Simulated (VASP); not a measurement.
# LiBr (Fm-3m) in VASP: elastic constants with LDA

Aim: the elastic constants of LiBr with LDA.

Everything below comes from runs of VASP 6.6.1. Logs are shortened: lines on timing, memory, paths and dates and some standing lists are left out, and cuts for length are marked.

## (1) The cell of the first run

It takes space group Fm-3m (No. 225, cubic). The conventional cell has a = 5.310 Å, b = 5.310 Å, c = 5.310 Å, α = 90.00°, β = 90.00°, γ = 90.00°. Li (site symmetry m-3m) has 6 Br at 2.65 Å within 3.5 Å. Br (site symmetry m-3m) has 6 Li at 2.65 Å within 3.5 Å.

## (2) Elastic constants, LDA

File INCAR:

```
ALGO = Normal ; EDIFF = 1E-8
ENCUT = 750 ; GGA = CA
GGA_COMPAT = False ; IBRION = 6
ISIF = 3 ; ISMEAR = 0
LASPH = True ; LCHARG = True
LREAL = False ; LWAVE = False
NELM = 120 ; NFREE = 2
NSW = 1 ; POTIM = 0.015
PREC = Accurate ; SIGMA = 0.01
```

File KPOINTS:

```
k-points
0
Gamma
  8 8 8
```

File POSCAR:

```
LiBr
1.0
    0.0000000000      2.6550000000      2.6550000000
    2.6550000000      0.0000000000      2.6550000000
    2.6550000000      2.6550000000      0.0000000000
Li Br
1 1
Direct
    0.0000000000      0.0000000000      0.0000000000
    0.5000000000      0.5000000000      0.5000000000
```

Potentials or basis: VASP PAW LDA potentials, release 64 (Li_sv, Br).

Command:

```console
$ cat potpaw_LDA.64/Li_sv/POTCAR potpaw_LDA.64/Br/POTCAR > POTCAR
$ mpirun -np 1 vasp_std > vasp.out
```

OUTCAR:

```text
EDIFF = 1E-8
   ENCUT = 750
   GGA = CA
   IBRION = 6
   ISIF = 3
   ISMEAR = 0
   LASPH = True
   LREAL = False
   NELM = 120
   NFREE = 2
   NSW = 1
   POTIM = 0.015
   PREC = Accurate

 ion  position               nearest neighbor table
   1  0.000  0.000  0.000-   2 2.65   2 2.65   2 2.65   2 2.65   2 2.65   2 2.65
   2  0.500  0.500  0.500-   1 2.65   1 2.65   1 2.65   1 2.65   1 2.65   1 2.65

  LATTYP: Found a face centered cubic cell.
 ALAT       =     5.3100000000

  Lattice vectors:

 A1 = (   0.0000000000,   2.6550000000,   2.6550000000)
 A2 = (   2.6550000000,   0.0000000000,   2.6550000000)
 A3 = (   2.6550000000,   2.6550000000,   0.0000000000)

Analysis of symmetry for initial positions (statically):
=====================================================================
 Subroutine PRICEL returns:
 Original cell was already a primitive cell.

 Routine SETGRP: Setting up the symmetry group for a
 face centered cubic supercell.

 Subroutine GETGRP returns: Found 48 space group operations
 (whereof 48 operations were pure point group operations)
 out of a pool of 48 trial point group operations.

The static configuration has the point symmetry O_h .

Analysis of symmetry for dynamics (positions and initial velocities):
=====================================================================
 Subroutine PRICEL returns:
 Original cell was already a primitive cell.

 Routine SETGRP: Setting up the symmetry group for a
 face centered cubic supercell.

 Subroutine GETGRP returns: Found 48 space group operations
 (whereof 48 operations were pure point group operations)
 out of a pool of 48 trial point group operations.

The dynamic configuration has the point symmetry O_h .

 Subroutine INISYM returns: Found 48 space group operations
 (whereof 48 operations are pure point group operations),
 and found     1 'primitive' translations

----------------------------------------------------------------------------------------

                                     Primitive cell

  volume of cell :      37.4303

  direct lattice vectors                    reciprocal lattice vectors
     0.000000000  2.655000000  2.655000000    -0.188323917  0.188323917  0.188323917
     2.655000000  0.000000000  2.655000000     0.188323917 -0.188323917  0.188323917
     2.655000000  2.655000000  0.000000000     0.188323917  0.188323917 -0.188323917

  length of vectors
     3.754737008  3.754737008  3.754737008     0.326186593  0.326186593  0.326186593

  position of ions in fractional coordinates (direct lattice)
     0.000000000  0.000000000  0.000000000
     0.500000000  0.500000000  0.500000000

  ion indices of the primitive-cell ions
   primitive index   ion index
                 1           1
                 2           2

----------------------------------------------------------------------------------------

 KPOINTS: k-points

Automatic generation of k-mesh.
 Grid dimensions read from file:
 generate k-points for:    8    8    8

 Generating k-lattice:

  Cartesian coordinates                     Fractional coordinates (reciprocal lattice)
    -0.023540490  0.023540490  0.023540490     0.125000000  0.000000000  0.000000000
     0.023540490 -0.023540490  0.023540490     0.000000000  0.125000000  0.000000000
     0.023540490  0.023540490 -0.023540490     0.000000000  0.000000000  0.125000000

  Length of vectors
     0.040773324  0.040773324  0.040773324

  Shift w.r.t. Gamma in fractional coordinates (k-lattice)
[... 103 lines left out ...]

------------------------ aborting loop because EDIFF is reached ----------------------------------------

  FORCE on cell =-STRESS in cart. coord.  units (eV):
  Direction    XX          YY          ZZ          XY          YZ          ZX
  --------------------------------------------------------------------------------------
  -------------------------------------------------------------------------------------
  Total       -0.0058794     -0.0058794     -0.0058794     -0.0000000      0.0000000      0.0000000
  in kB       -0.2516613     -0.2516613     -0.2516613     -0.0000000      0.0000000      0.0000000
  external PRESSURE =      -0.2516613 kB  Pullay stress =       0.0000000 kB
[... 89 lines left out ...]
  FREE ENERGIE OF THE ION-ELECTRON SYSTEM (eV)
  ---------------------------------------------------
  free  energy   TOTEN  =        -7.3705469266 eV

  energy  without entropy=       -7.3705469266  energy(sigma->0) =       -7.37054693

 E-fermi :   1.3415     XC(G=0):  -9.2907

 val. band max:        1.2402021262   @ k =   0.0000   0.0000   0.0000
 cond. band min:       6.4699936649   @ k =   0.0000   0.0000   0.0000
 fundamental gap:      5.2297915388
 Fermi energy:         1.3415015460

 k-point     1 :       0.0000    0.0000    0.0000
  band No.  band energies     occupation
      1     -41.9758      2.00000
      2     -12.6921      2.00000
      3       1.1861      2.00000
      4       1.2402      2.00000
      5       1.2402      2.00000
      6       6.4700      0.00000
      7      11.6245      0.00000
      8      11.6245      0.00000
      9      11.7527      0.00000
[... 265 lines left out ...]
 k-point    24 :      -0.3750    0.2500    0.1250
  band No.  band energies     occupation
      1     -41.9730      2.00000
      2     -11.9199      2.00000
      3      -1.9560      2.00000
      4      -0.4788      2.00000
      5       0.4550      2.00000
      6       8.1935      0.00000
      7       9.0812      0.00000
      8      10.5233      0.00000
      9      12.4382      0.00000

 [... further k-points ...]

[... ionic steps 4 to 14 ...]

--------------------------------------- Ionic step       15  -------------------------------------------

 number of electron      10.0000000 magnetization

------------------------ aborting loop because EDIFF is reached ----------------------------------------
[... 67 lines left out ...]
--------------------------------------- Ionic step       17  -------------------------------------------

 number of electron       9.9999999 magnetization

 Free energy of the ion-electron system (eV)
  ---------------------------------------------------
  ext. energy  EPLUGINS =         0.00000000
  ---------------------------------------------------
  free energy    TOTEN  =        -7.37211341 eV

  energy without entropy =       -7.37211341  energy(sigma->0) =       -7.37211341

 E-fermi :   1.1820     XC(G=0):  -9.2275

 val. band max:        1.0978190570   @ k =   0.0000   0.0000   0.0000
 cond. band min:       6.2648456235   @ k =   0.0000   0.0000   0.0000
 fundamental gap:      5.1670265665
 Fermi energy:         1.1820212669

 k-point     1 :       0.0000    0.0000    0.0000
  band No.  band energies     occupation
      1     -42.1127      2.00000
      2     -12.7549      2.00000
      3       1.0975      2.00000
      4       1.0978      2.00000
      5       1.0978      2.00000
      6       6.2648      0.00000
      7      11.5300      0.00000
      8      11.5300      0.00000
      9      11.5315      0.00000
[... 305 lines left out ...]
  FREE ENERGIE OF THE ION-ELECTRON SYSTEM (eV)
  ---------------------------------------------------
  free  energy   TOTEN  =        -7.3721134062 eV

  energy  without entropy=       -7.3721134062  energy(sigma->0) =       -7.37211341

 INTERNAL STRAIN TENSORS FROM STRAINED CELLS
 ============================================

 INTERNAL STRAIN TENSOR FOR ION    1 for displacements in x,y,z  (eV/Angst):
          X           Y           Z          XY          YZ          ZX
  --------------------------------------------------------------------------------
  x     0.00000     0.00000    -0.00000     0.00000    -0.00000    -0.00000
  y     0.00000     0.00000     0.00000     0.00000     0.00000     0.00000
  z    -0.00000    -0.00000     0.00000    -0.00000    -0.00000    -0.00000

 INTERNAL STRAIN TENSORS FROM DISPLACED ATOMS
 ============================================

 INTERNAL STRAIN TENSOR FOR ION    1 for displacements in x,y,z  (eV/Angst):
          X           Y           Z          XY          YZ          ZX
  --------------------------------------------------------------------------------
  x     0.00000     0.00000     0.00000     0.00000     0.00000     0.00000
  y     0.00000     0.00000     0.00000     0.00000     0.00000     0.00000
  z     0.00000     0.00000     0.00000     0.00000     0.00000     0.00000

 INTERNAL STRAIN TENSOR FOR ION    2 for displacements in x,y,z  (eV/Angst):
          X           Y           Z          XY          YZ          ZX
  --------------------------------------------------------------------------------
  x     0.00000     0.00000     0.00000     0.00000     0.00000     0.00000
  y     0.00000     0.00000     0.00000     0.00000     0.00000     0.00000
  z     0.00000     0.00000     0.00000     0.00000     0.00000     0.00000

 Eigenvectors and eigenvalues of the dynamical matrix
 ----------------------------------------------------

   1 f  =    5.873943 THz    36.907071 2PiTHz  195.933640 cm-1    24.292664 meV
             X         Y         Z           dx          dy          dz
      0.000000  0.000000  0.000000     0.000000    0.958598    0.000000
      2.655000  2.655000  2.655000     0.000000   -0.284761    0.000000
[... 21 lines left out ...]
   6 f/i=    0.004681 THz     0.029411 2PiTHz    0.156140 cm-1     0.019359 meV
             X         Y         Z           dx          dy          dz
      0.000000  0.000000  0.000000     0.000000    0.000000   -0.284761
      2.655000  2.655000  2.655000     0.000000    0.000000   -0.958598

--------------------------------------------------------------------------------------------------------

 ELASTIC MODULI CONTR FROM IONIC RELAXATION (kBar)
 Direction    XX          YY          ZZ          XY          YZ          ZX
 --------------------------------------------------------------------------------
 XX           0.0000      0.0000      0.0000      0.0000      0.0000      0.0000
 YY           0.0000      0.0000      0.0000      0.0000      0.0000      0.0000
 ZZ           0.0000      0.0000      0.0000      0.0000      0.0000      0.0000
 XY           0.0000      0.0000      0.0000      0.0000      0.0000      0.0000
 YZ           0.0000      0.0000      0.0000      0.0000      0.0000      0.0000
 ZX           0.0000      0.0000      0.0000      0.0000      0.0000      0.0000
 --------------------------------------------------------------------------------

 TOTAL ELASTIC MODULI (kBar)
 Direction    XX          YY          ZZ          XY          YZ          ZX
 --------------------------------------------------------------------------------
 XX         630.0563    189.9412    189.9412     -0.0000     -0.0000      0.0000
 YY         189.9412    630.0563    189.9412     -0.0000      0.0000     -0.0000
 ZZ         189.9412    189.9412    630.0563     -0.0000     -0.0000     -0.0000
 XY          -0.0000     -0.0000     -0.0000    224.0406     -0.0000      0.0000
 YZ          -0.0000      0.0000     -0.0000     -0.0000    224.0406      0.0000
 ZX           0.0000     -0.0000     -0.0000      0.0000      0.0000    224.0406
 --------------------------------------------------------------------------------
```

It took 5.7 min on 1 thread of Intel Xeon Platinum 8488C (Sapphire Rapids), shared host; peak memory 0.27 GiB.

What came out:

```
Elastic constants C11, C12, C44                         : 63, 19, 22 GPa
Voigt bulk modulus                                      : 34 GPa
Highest phonon frequency at Γ, LO-TO splitting left out : 196 cm⁻¹
```

Phonon frequencies in cm⁻¹ (negative: imaginary):
```csv
q point,frequencies
"(0.000, 0.000, 0.000)",0 0 0 196 196 196
```

Elastic tensor in Voigt notation (GPa, in the Cartesian axes of the cell as first typed):
```
63 19 19  0  0  0
19 63 19  0  0  0
19 19 63  0  0  0
 0  0  0 22  0  0
 0  0  0  0 22  0
 0  0  0  0  0 22
```

Clamped-ion elastic tensor (GPa):
```
63 19 19  0  0  0
19 63 19  0  0  0
19 19 63  0  0  0
 0  0  0 22  0  0
 0  0  0  0 22  0
 0  0  0  0  0 22
```
